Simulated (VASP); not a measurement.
Write the native input for VASP 6.6.1 that does the following.

* Task: density of states
* Functional: LDA
* Potentials or basis: VASP PAW LDA potentials, release 64 (Cu, O)
* Cutoff: 520 eV
* k mesh: 10 × 10 × 6
* Occupations: fermi-dirac, width 0.05 eV
* Spin: no spin polarisation
* Hubbard terms: Cu d U = 1.0 eV
* Dipole correction: no
* k mesh for the DOS: 15 × 15 × 9
* Occupations for the DOS: tetrahedron
* Further INCAR settings: ALGO = Normal; EDIFF = 1e-06; NBANDS = 25

CuO:

```
CELL_PARAMETERS angstrom
3.17953 0.00000 0.00000
-1.58977 2.75356 0.00000
0.00000 0.00000 4.43149
ATOMIC_POSITIONS crystal
Cu 0.00000 0.00000 0.00000
Cu 0.00000 0.00000 0.50000
O 0.33333 0.66667 0.25000
O 0.66667 0.33333 0.75000
```

The input as run:

POSCAR

```
CuO
1.0
    3.1795331000      0.0000000000      0.0000000000
   -1.5897665500      2.7535564400      0.0000000000
    0.0000000000      0.0000000000      4.4314907300
Cu O
2 2
Direct
    0.0000000000      0.0000000000      0.0000000000
    0.0000000000      0.0000000000      0.5000000000
    0.3333333333      0.6666666667      0.2500000000
    0.6666666667      0.3333333333      0.7500000000
```

INCAR.step1

```
SYSTEM = CuO
PREC     = Accurate       ! precision mode
ENCUT    = 520            ! plane-wave cutoff, eV
EDIFF    = 1E-6           ! SCF threshold, eV
ISMEAR   = -1             ! smearing method
SIGMA    = 0.05           ! smearing width, eV
LREAL    = .False.        ! projectors in reciprocal space
LASPH    = .True.         ! aspherical terms in the spheres
NELM     = 150            ! most SCF steps
ALGO     = Normal         ! electronic algorithm
ISIF     = 2              ! what is computed and relaxed
LWAVE    = .False.        ! write WAVECAR
LCHARG   = .True.         ! write CHGCAR
LMAXMIX  = 4              ! l up to which the mixer works
LDAU     = .True.         ! DFT+U
LDAUTYPE = 2            
LDAUL    = 2 -1           ! shell
LDAUU    = 1 0            ! U, eV
LDAUJ    = 0 0          
LDAUPRINT= 1            
GGA      = CA             ! functional
NBANDS   = 25             ! bands
```

KPOINTS.step1

```
regular mesh
0
Gamma
  10 10 6
  0 0 0
```

INCAR.step2

```
SYSTEM = CuO
PREC     = Accurate       ! precision mode
ENCUT    = 520            ! plane-wave cutoff, eV
EDIFF    = 1E-6           ! SCF threshold, eV
ISMEAR   = -5             ! smearing method
SIGMA    = 0.05           ! smearing width, eV
LREAL    = .False.        ! projectors in reciprocal space
LASPH    = .True.         ! aspherical terms in the spheres
NELM     = 150            ! most SCF steps
ALGO     = Normal         ! electronic algorithm
ISIF     = 2              ! what is computed and relaxed
LWAVE    = .False.        ! write WAVECAR
LCHARG   = .False.        ! write CHGCAR
LMAXMIX  = 4              ! l up to which the mixer works
LDAU     = .True.         ! DFT+U
LDAUTYPE = 2            
LDAUL    = 2 -1           ! shell
LDAUU    = 1 0            ! U, eV
LDAUJ    = 0 0          
LDAUPRINT= 1            
GGA      = CA             ! functional
LORBIT   = 11             ! projections on sites
NBANDS   = 25             ! bands
NEDOS    = 1001           ! points of the DOS
ICHARG   = 11             ! starting density
```

KPOINTS.step2

```
regular mesh
0
Gamma
  15 15 9
  0 0 0
```

Potentials or basis: VASP PAW LDA potentials, release 64 (Cu, O).

Launch:

```sh
$ cat potpaw_LDA.64/Cu/POTCAR potpaw_LDA.64/O/POTCAR > POTCAR
$ cp INCAR.step1 INCAR
$ cp KPOINTS.step1 KPOINTS
$ mpirun -np 1 vasp_std > vasp.out
$ cp INCAR.step2 INCAR
$ cp KPOINTS.step2 KPOINTS
$ mpirun -np 1 vasp_std > vasp.out
```

Results of the run:

The valence electrons inside the program's atomic spheres are Cu 9.93; O 4.85.

Caveat: U without spin polarisation on a metal has little footing.

It took 3.7 min on 1 thread of AMD EPYC 7R13 (shared host), peak memory 0.19 GiB.
